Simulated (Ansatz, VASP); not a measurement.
Y in VASP and in Ansatz

Contents of INCAR:

```
ALGO     = Fast           # electronic algorithm
EDIFF    = 1E-6           # SCF threshold, eV
ENCUT    = 520            # plane-wave cutoff, eV
GGA      = PE             # functional
ISIF     = 2              # what is computed and relaxed
ISMEAR   = 0              # smearing method
LASPH    = T              # aspherical terms in the spheres
LCHARG   = T              # write CHGCAR
LELF     = T              # ELF
LREAL    = F              # projectors in reciprocal space
LVHAR    = T            
LWAVE    = F              # write WAVECAR
NBANDS   = 18             # bands
NELM     = 80             # most SCF steps
PREC     = Accurate       # precision mode
SIGMA    = 0.15           # smearing width, eV
```

File KPOINTS:

```
k-points
0
Gamma
  18 18 8
```

File POSCAR:

```
Y
1.0
    3.5602117562      0.0000000000      0.0000000000
   -1.7801058781      3.0832338237      0.0000000000
    0.0000000000      0.0000000000      5.6037150000
Y
2
Direct
    0.3333333333      0.6666666667      0.2500000000
    0.6666666667      0.3333333333      0.7500000000
```

Input for Ansatz:

```yaml
crystal:
  lattice:
    - [3.5602117562, 0.0, 0.0]
    - [-1.7801058781, 3.0832338237, 0.0]
    - [0.0, 0.0, 5.603715]
  atoms:
    - { symbol: "Y", position: [0.3333333333, 0.6666666667, 0.25] }
    - { symbol: "Y", position: [0.6666666667, 0.3333333333, 0.75] }
basis:
  ecutwfc: 420
kpoints:
  mp_grid: { grid: [18, 18, 8] }
hamiltonian:
  xc: pbe
scf:
  occupations: { method: gaussian, width: 0.15 }
output:
  forces: true
  stress: true
  eigenvalues: true
```

Change from the starting cell: strain -0.025 along x and y, -0.025 along z, atoms carried along.

Alike in both runs: task single point; functional PBE; k mesh 18 × 18 × 8; occupations gaussian, width 0.15 eV; no spin polarisation.

|  | VASP | Ansatz |
| --- | --- | --- |
| version | VASP 6.6.1 | Ansatz 0.2.0 |
| potentials or method | VASP PAW PBE potentials, release 64 (Y_sv), cutoff 520 eV | scalar-relativistic, plane waves, PAW |
| valence electrons in the cell | 22 | 22 |

|  | VASP | Ansatz | Ansatz less VASP |
| --- | --- | --- | --- |
| gap on the k mesh at the Fermi level (eV) | none | none | - |
| pressure (GPa) | 2.8 | 3.0 | +0.14 |
| traceless stress, the component that is largest in VASP (GPa) | -0.45 | -0.46 | -0.006 |

A gap of «none» marks a metal or a gap that the smearing closes. With one functional, cell and mesh, what is left measures potentials, basis and numerics.
